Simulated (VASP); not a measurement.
# Si3N4 (P6_3/m) in VASP: a series of runs, part 2 of 2

VASP 6.6.1.

## 3. Single point, r2SCAN (strain -3.0%)

Input file POSCAR:

```
Si3N4
1.0
    7.3774941341      0.0000000000      0.0000000000
   -3.6887470671      6.3890973364      0.0000000000
    0.0000000000      0.0000000000      2.8184770724
Si N
6 8
Direct
    0.2362845428      0.8298569177      0.7500000000
    0.4064276252      0.2362845428      0.2500000000
    0.8298569177      0.5935723748      0.2500000000
    0.1701430823      0.4064276252      0.7500000000
    0.5935723748      0.7637154572      0.7500000000
    0.7637154572      0.1701430823      0.2500000000
    0.3333333333      0.6666666667      0.7500000000
    0.6666666667      0.3333333333      0.2500000000
    0.9741331872      0.6710468702      0.7500000000
    0.3030863170      0.9741331872      0.2500000000
    0.6710468702      0.6969136830      0.2500000000
    0.3289531298      0.3030863170      0.7500000000
    0.0258668128      0.3289531298      0.2500000000
    0.6969136830      0.0258668128      0.7500000000
```

Input file INCAR.step1:

```
SYSTEM = Si3N4
  PREC = Accurate
  ENCUT = 520
  ISMEAR = 0
  SIGMA = 0.01
  LREAL = .FALSE.
  LASPH = .TRUE.
  NELM = 100
  NBANDS = 45
  GGA = PE
  ALGO = Normal
  EDIFF = 1E-4
  LWAVE = .TRUE.
  LCHARG = .FALSE.
```

Input file INCAR.step2:

```
SYSTEM = Si3N4
  PREC = Accurate
  ENCUT = 520
  EDIFF = 1E-6
  ISMEAR = 0
  SIGMA = 0.01
  LREAL = .FALSE.
  LASPH = .TRUE.
  NELM = 100
  ALGO = Normal
  ISIF = 2
  LWAVE = .FALSE.
  LCHARG = .FALSE.
  METAGGA = R2SCAN
  LMIXTAU = .TRUE.
  NBANDS = 45
  ISTART = 1
```

Input file KPOINTS:

```
Automatic mesh
0
G
  6 6 8
  0 0 0
```

Potentials or basis: VASP PAW PBE potentials, release 64 (Si, N).

Command:

```bash
$ cat potpaw_PBE.64/Si/POTCAR potpaw_PBE.64/N/POTCAR > POTCAR
$ cp INCAR.step1 INCAR
$ mpirun -np 1 vasp_std > vasp.out
$ cp INCAR.step2 INCAR
$ mpirun -np 1 vasp_std > vasp.out
```

OUTCAR:

```text
SYSTEM = Si3N4
   PREC = Accurate
   ENCUT = 520
   EDIFF = 1E-6
   ISMEAR = 0
   LREAL = .FALSE.
   LASPH = .TRUE.
   NELM = 100
   ISIF = 2
   METAGGA = R2SCAN
   ISTART = 1

 ion  position               nearest neighbor table
   1  0.236  0.830  0.750-   7 1.68  10 1.68  10 1.68   9 1.69   5 2.91   4 2.91   2 2.96   2 2.96
                             3 2.96   3 2.96
   2  0.406  0.236  0.250-   8 1.68  12 1.68  12 1.68  10 1.69   3 2.91   6 2.91   1 2.96   1 2.96
                             4 2.96   4 2.96
   3  0.830  0.594  0.250-   8 1.68   9 1.68   9 1.68  11 1.69   2 2.91   6 2.91   1 2.96   1 2.96
[... 1378 lines left out ...]
  volume of cell :      132.85
      direct lattice vectors                 reciprocal lattice vectors
     7.377494134  0.000000000  0.000000000     0.135547380  0.078258316  0.000000000
    -3.688747067  6.389097336  0.000000000     0.000000000  0.156516633  0.000000000
     0.000000000  0.000000000  2.818477072     0.000000000  0.000000000  0.354801538

 POSITION                                       TOTAL-FORCE (eV/Angst)
 -----------------------------------------------------------------------------------
     -1.31794      5.30204      2.11386        -0.001692     -0.000225     -0.000000
      2.12682      1.50964      0.70462        -0.000651     -0.001578     -0.000000
      3.93273      3.79239      0.70462        -0.001041      0.001353     -0.000000
     -0.24398      2.59671      2.11386         0.001041     -0.001353      0.000000
      1.56192      4.87945      2.11386         0.000651      0.001578      0.000000
      5.00669      1.08706      0.70462         0.001692      0.000225      0.000000
     -0.00000      4.25940      2.11386         0.000000     -0.000000      0.000000
      3.68875      2.12970      0.70462         0.000000     -0.000000     -0.000000
      4.71134      4.28738      2.11386        -0.000092      0.001331      0.000000
     -1.35731      6.22383      0.70462        -0.001198      0.000585      0.000000
      2.37991      4.45265      0.70462         0.001106      0.000745      0.000000
      1.30884      1.93645      2.11386        -0.001106     -0.000745     -0.000000
     -1.02259      2.10171      0.70462         0.000092     -0.001331      0.000000
      5.04606      0.16527      2.11386         0.001198     -0.000585     -0.000000
 -----------------------------------------------------------------------------------
    total drift:                                0.000000     -0.000000     -0.000000

  FREE ENERGIE OF THE ION-ELECTRON SYSTEM (eV)
  ---------------------------------------------------
  free  energy   TOTEN  =      -143.1363232535 eV

  energy  without entropy=     -143.1363232535  energy(sigma->0) =     -143.13632325
```

OUTCAR.step1:

```text
SYSTEM = Si3N4
   PREC = Accurate
   ENCUT = 520
   ISMEAR = 0
   LREAL = .FALSE.
   LASPH = .TRUE.
[... 1407 lines left out ...]
      1.30884      1.93645      2.11386        -0.047231      0.018400      0.000000
     -1.02259      2.10171      0.70462        -0.039550     -0.031703     -0.000000
      5.04606      0.16527      2.11386         0.007681     -0.050103      0.000000
 -----------------------------------------------------------------------------------
    total drift:                                0.000000     -0.000000     -0.000000

  FREE ENERGIE OF THE ION-ELECTRON SYSTEM (eV)
  ---------------------------------------------------
  free  energy   TOTEN  =      -113.0525735155 eV

  energy  without entropy=     -113.0525735155  energy(sigma->0) =     -113.05257352
```

OSZICAR.step1:

```text
N       E                     dE             d eps       ncg     rms          rms(c)
DAV:   1     0.285932303583E+03    0.28593E+03   -0.32425E+04  3616   0.133E+03
DAV:   2    -0.110461490495E+03   -0.39639E+03   -0.37784E+03  4668   0.289E+02
DAV:   3    -0.131361049956E+03   -0.20900E+02   -0.20775E+02  4584   0.691E+01
DAV:   4    -0.131646889502E+03   -0.28584E+00   -0.28514E+00  4512   0.874E+00
DAV:   5    -0.131653141340E+03   -0.62518E-02   -0.62471E-02  4422   0.124E+00    0.327E+01
DAV:   6    -0.113419556155E+03    0.18234E+02   -0.58798E+01  4301   0.319E+01    0.149E+01
DAV:   7    -0.113115849728E+03    0.30371E+00   -0.39587E+00  4552   0.834E+00    0.682E+00
DAV:   8    -0.113053184278E+03    0.62665E-01   -0.23869E-01  4364   0.228E+00    0.223E+00
DAV:   9    -0.113049959013E+03    0.32253E-02   -0.48714E-02  4504   0.114E+00    0.298E-01
DAV:  10    -0.113051700950E+03   -0.17419E-02   -0.35079E-03  4060   0.276E-01    0.179E-01
DAV:  11    -0.113052538820E+03   -0.83787E-03   -0.87963E-04  4054   0.151E-01    0.287E-02
DAV:  12    -0.113052573516E+03   -0.34696E-04   -0.41249E-05  3160   0.357E-02
   1 F= -.11305257E+03 E0= -.11305257E+03  d E =-.716790E-24
```

Run time: 27 min. Hardware: 1 thread of Oxide Virtual Turin-like, shared host; peak memory 0.35 GiB.

What came out:

```yaml
Free_energy: -143.1363 eV
Pressure: 27.5 GPa
Band_gap_on_the_k_mesh: 5.38 eV, indirect (least direct gap 5.58 eV)
```

Levels at points of the mesh, in eV from the valence-band top:
```csv
k point,band 29,band 30,band 31,band 32,band 33,band 34,band 35,band 36
"(0.00, 0.00, 0.00)",-1.43,-0.51,-0.39,-0.20,5.38,5.61,6.17,6.17
"(0.50, 0.00, 0.00)",-1.51,-0.84,-0.35,-0.27,5.75,5.89,6.03,6.55
"(0.00, 0.00, 0.50)",-1.82,-1.82,-1.60,-1.60,5.64,5.64,5.64,5.64
"(0.50, 0.00, 0.50)",-1.69,-1.69,-1.23,-1.23,5.84,5.84,6.86,6.86
```

Caveat: the cell differs from its parent crystal (strain -3.0%); the PAW data sets were made with another functional, which shifts forces and pressure a little. A k mesh can miss the band edges.
